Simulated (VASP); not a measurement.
Wanted: the native input for a VASP 6.6.1 run.

| Quantity | Value |
| --- | --- |
| Task | single point |
| Functional | PBEsol |
| Potentials or basis | VASP PAW PBE potentials, release 64 (Ni, Al) |
| Cutoff | 520 eV |
| k mesh | 11 × 11 × 7 |
| Occupations | gaussian, width 0.1 eV |
| Spin | collinear spin, ferromagnetic start |
| Starting moments | [1.0, 0.0] μB |
| Dipole correction | no |
| Further INCAR settings | ALGO = Normal; EDIFF = 1e-06; NBANDS = 18 |

The structure of AlNi lies in POSCAR:

```
AlNi
1.0
    2.3006810000     -1.3946800000      0.0000000000
    2.3006810000      1.3946800000      0.0000000000
   -1.3564510000      0.0000000000      3.8808380000
Ni Al
1 1
Direct
    0.5000000000      0.5000000000      0.5000000000
    0.0000000000      0.0000000000      0.0000000000
```

One way to write it, as run:

INCAR

```
PREC = Accurate ; ENCUT = 520
EDIFF = 1E-6 ; ISMEAR = 0
SIGMA = 0.1 ; LREAL = False
LASPH = True ; NELM = 150
ALGO = Normal ; ISIF = 2
LWAVE = False ; LCHARG = False
ISPIN = 2 ; MAGMOM = 1 0
LORBIT = 11 ; LMAXMIX = 4
GGA = PS ; NBANDS = 18
```

KPOINTS

```
regular mesh
0
Gamma
  11 11 7
```

Potentials or basis: VASP PAW PBE potentials, release 64 (Ni, Al).

Launch:

```sh
$ cat potpaw_PBE.64/Ni/POTCAR potpaw_PBE.64/Al/POTCAR > POTCAR
$ mpirun -np 1 vasp_std > vasp.out
```

Results of the run:

```yaml
Pressure: -2.7 GPa
Net_moment: 0.00 μB per cell
Valence_electrons_inside_the_program's_atomic_spheres: Ni 9.37; Al 0.82
```

Caveat: the moments typed at the start vanished in this run; the PAW data sets were made with another functional, which shifts forces and pressure a little.

Wall time 3.1 min on 1 thread of Intel(R) Xeon(R) Platinum 8175M CPU @ 2.50GHz (Skylake/Cascade Lake), with other jobs on the host, peak memory 0.27 GiB.
